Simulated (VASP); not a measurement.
Crystal: BaZnSbF.

```
Ba Zn Sb F
1.0
     4.45391    0.00000    0.00000
     0.00000    4.45391    0.00000
     0.00000    0.00000    9.75205
Ba Zn Sb F
2 2 2 2
Direct
  0.00000 0.50000 0.35071
  0.50000 0.00000 0.64929
  0.50000 0.50000 0.00000
  0.00000 0.00000 0.00000
  0.50000 0.00000 0.16501
  0.00000 0.50000 0.83499
  0.50000 0.50000 0.50000
  0.00000 0.00000 0.50000
```

Base run:

```yaml
Program: VASP 6.6.1
Functional: PBE
Potentials_or_basis: VASP PAW PBE potentials, release 64 (Ba_sv, Zn, Sb, F)
Cutoff: 600 eV
k_mesh: 6 × 6 × 4
Occupations: fermi-dirac, width 0.02 eV
Spin: no spin polarisation
```

Its results: band gap on the k mesh zero (bands 34 and 35 overlap by 0.01 eV); pressure 1.8 GPa; largest force 0.229 eV/Å.

**Question.** The run is repeated on the same cell with these changes: functional from PBE to r2SCAN; cutoff from 600 eV to 660 eV. What comes out?

**Answer.** Band gap on the k mesh zero (bands 34 and 35 overlap by 0.01 eV); pressure 0.6 GPa; largest force 0.098 eV/Å.

Caveats: semilocal functionals underestimate gaps, and a narrow one can read as zero; spin-orbit coupling is left out, which moves the levels of the heavy elements; the PAW data sets were made with another functional, which shifts forces and pressure a little (at least some runs).
